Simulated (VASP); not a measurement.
# CoSi2 (I4/mmm) in VASP: further runs, part 2 of 2

VASP 6.6.1. Earlier steps stand in the parts before.

**5. Single point, PBEsol (uniaxial strain along c: +4.5 %)**

INCAR reads:

```
PREC = Accurate
ENCUT = 520
EDIFF = 1E-6
ISMEAR = 0
SIGMA = 0.1
LREAL = False
LASPH = True
NELM = 80
ALGO = Normal
ISIF = 2
LWAVE = False
LCHARG = False
GGA = PS
NBANDS = 26
```

KPOINTS reads:

```
Automatic mesh
0
Gamma
  10 10 8
```

POSCAR reads:

```
CoSi2
1.0
    2.6263711090      2.6263711090      0.0000000000
   -2.6263711090      2.6263711090      0.0000000000
    0.0000000000      0.0000000000      5.5515707892
Co Si
2 4
Direct
    0.0000000000      0.0000000000      0.0000000000
    0.5000000000      0.5000000000      0.5000000000
    0.0000000000      0.5000000000      0.7500000000
    0.5000000000      0.0000000000      0.7500000000
    0.5000000000      0.0000000000      0.2500000000
    0.0000000000      0.5000000000      0.2500000000
```

Potentials or basis: VASP PAW PBE potentials, release 64 (Co, Si).

Launch:

```
> cat potpaw_PBE.64/Co/POTCAR potpaw_PBE.64/Si/POTCAR > POTCAR
> mpirun -np 1 vasp_std > vasp.out
```

OUTCAR:

```text
PREC = Accurate
   ENCUT = 520
   EDIFF = 1E-6
   ISMEAR = 0
   LREAL = False
   LASPH = True
   NELM = 80
   ISIF = 2
   GGA = PS

 ion  position               nearest neighbor table
   1  0.000  0.000  0.000-   3 2.32   4 2.32   5 2.32   6 2.32   3 2.32   6 2.32   4 2.32   5 2.32

   2  0.500  0.500  0.500-   3 2.32   4 2.32   5 2.32   6 2.32   4 2.32   5 2.32   3 2.32   6 2.32

   3  0.000  0.500  0.750-   1 2.32   2 2.32   1 2.32   2 2.32   4 2.63   4 2.63   4 2.63   4 2.63
                             6 2.78   6 2.78
   4  0.500  0.000  0.750-   1 2.32   2 2.32   2 2.32   1 2.32   3 2.63   3 2.63   3 2.63   3 2.63
                             5 2.78   5 2.78
   5  0.500  0.000  0.250-   1 2.32   2 2.32   2 2.32   1 2.32   6 2.63   6 2.63   6 2.63   6 2.63
                             4 2.78   4 2.78
   6  0.000  0.500  0.250-   1 2.32   2 2.32   1 2.32   2 2.32   5 2.63   5 2.63   5 2.63   5 2.63
                             3 2.78   3 2.78

  LATTYP: Found a simple tetragonal cell.
 ALAT       =     3.7142496422
 C/A-ratio  =     1.4946681898

  Lattice vectors:

 A1 = (   2.6263711090,   2.6263711090,   0.0000000000)
 A2 = (  -2.6263711090,   2.6263711090,   0.0000000000)
 A3 = (   0.0000000000,   0.0000000000,   5.5515707892)
[... 204 lines left out ...]
 fundamental gap:      0.0062360913
 Fermi energy:        10.0285284185

 k-point     1 :       0.0000    0.0000    0.0000
  band No.  band energies     occupation
      1      -3.1191      2.00000
      2       0.4510      2.00000
      3       2.7937      2.00000
      4       4.0641      2.00000
      5       5.8668      2.00000
      6       5.8668      2.00000
[... 685 lines left out ...]
     25      15.5104      0.00000
     26      16.0998      0.00000

 [... further k-points ...]

------------------------ aborting loop because EDIFF is reached ----------------------------------------

  FORCE on cell =-STRESS in cart. coord.  units (eV):
  Direction    XX          YY          ZZ          XY          YZ          ZX
  --------------------------------------------------------------------------------------
  -------------------------------------------------------------------------------------
  Total       -0.9463844     -0.9463844     -3.4154280      0.0000000      0.0000000      0.0000000
  in kB      -19.7979446    -19.7979446    -71.4492475      0.0000000      0.0000000      0.0000000
  external PRESSURE =     -37.0150456 kB  Pullay stress =       0.0000000 kB

 VOLUME and BASIS-vectors are now :
 -----------------------------------------------------------------------------
  energy-cutoff  :      520.00
  volume of cell :       76.59
      direct lattice vectors                 reciprocal lattice vectors
     2.626371109  2.626371109  0.000000000     0.190376752  0.190376752  0.000000000
    -2.626371109  2.626371109  0.000000000    -0.190376752  0.190376752  0.000000000
     0.000000000  0.000000000  5.551570789     0.000000000  0.000000000  0.180129199

 POSITION                                       TOTAL-FORCE (eV/Angst)
 -----------------------------------------------------------------------------------
      0.00000      0.00000      0.00000         0.000000     -0.000000      0.000000
      0.00000      2.62637      2.77579         0.000000      0.000000     -0.000000
     -1.31319      1.31319      4.16368        -0.000000      0.000000      0.000000
      1.31319      1.31319      4.16368        -0.000000      0.000000      0.000000
      1.31319      1.31319      1.38789        -0.000000      0.000000      0.000000
     -1.31319      1.31319      1.38789        -0.000000      0.000000     -0.000000
 -----------------------------------------------------------------------------------
    total drift:                               -0.000000      0.000000      0.000000

  FREE ENERGIE OF THE ION-ELECTRON SYSTEM (eV)
  ---------------------------------------------------
  free  energy   TOTEN  =       -41.9081812952 eV

  energy  without entropy=      -41.8984097730  energy(sigma->0) =      -41.90329553
```

stdout:

```text
POSCAR found type information on POSCAR CoSi
 POSCAR found :  2 types and       6 ions
 scaLAPACK will be used
 -----------------------------------------------------------------------------
|                                                                             |
|                                                                             |
|     You enforced a specific xc type in the INCAR file but a different       |
|     I HOPE YOU KNOW WHAT YOU ARE DOING!                                     |
|                                                                             |
 -----------------------------------------------------------------------------

 LDA part: xc-table for (Slater+PW92), standard interpolation
 POSCAR, INCAR and KPOINTS ok, starting setup
 FFT: planning ... GRIDC
 FFT: planning ... GRID_SOFT
 FFT: planning ... GRID
 WAVECAR not read
 entering main loop
```

Wall time 1.8 min (1 thread of AMD EPYC 9R45 (Zen 5), shared host); peak memory 0.26 GiB.

What came out:

```
Free energy            : -41.9082 eV
Pressure               : -3.7 GPa
Band gap on the k mesh : zero (bands 17 and 18 overlap by 3.31 eV)
```

Levels at points of the mesh, in eV from the Fermi level:
```tsv
k point	band 13	band 14	band 15	band 16	band 17	band 18	band 19	band 20	band 21	band 22
(0.00, 0.00, 0.00)	-2.02	-1.77	-1.28	0.85	1.86	2.98	3.05	3.20	3.20	3.64
(0.50, 0.00, 0.00)	-1.49	-1.49	-1.27	-1.27	0.46	0.46	2.82	2.82	3.97	3.97
(0.50, 0.50, 0.00)	-1.88	-1.88	-1.79	-1.79	-1.32	-1.32	1.47	1.47	2.81	2.81
(0.00, 0.00, 0.50)	-0.65	-0.65	-0.27	-0.27	-0.27	-0.27	1.62	1.62	3.22	3.22
(0.50, 0.00, 0.50)	-1.58	-1.58	-0.70	-0.70	-0.26	-0.26	2.74	2.74	3.24	3.24
(0.50, 0.50, 0.50)	-1.79	-1.79	-1.35	-1.35	-0.78	-0.78	3.42	3.42	3.42	3.42
```

Caveat: the cell differs from its parent crystal (uniaxial strain along c: +4.5 %); the stress differs along the axes, from -7 to -2 GPa; the PAW data sets were made with another functional, which shifts forces and pressure a little; the run has no spin polarisation, though such a crystal can be magnetic.

**6. Summary**

| cell | gap on the mesh (eV) | pressure (GPa) |
| --- | --- | --- |
| a = 3.715, b = 3.715, c = 5.472 Å, 6 atoms | none | -1.2 |
| a = 3.695, b = 3.695, c = 5.552 Å, 6 atoms | none | -1.8 |
| a = 3.728, b = 3.728, c = 5.472 Å, 6 atoms | none | -2.5 |
| a = 3.714, b = 3.714, c = 5.552 Å, 6 atoms | none | -3.7 |

Alike in all rows: task single point; level PBEsol; potentials or basis VASP PAW PBE potentials, release 64 (Co, Si); no spin polarisation; k mesh 10 × 10 × 8; cutoff (eV) 520; smearing gaussian 0.1 eV.

Caveats: the PAW data sets were made with another functional, which shifts forces and pressure a little; the run has no spin polarisation, though such a crystal can be magnetic; the stress differs along the axes, from -6 to 0 GPa (at least some runs); the stress differs along the axes, from -7 to -2 GPa (at least some runs).

Total energies depend on the potentials used, so only differences within one code and one set of settings carry meaning.

The gap in the log of VASP goes by the Fermi energy; the results here count the filled bands.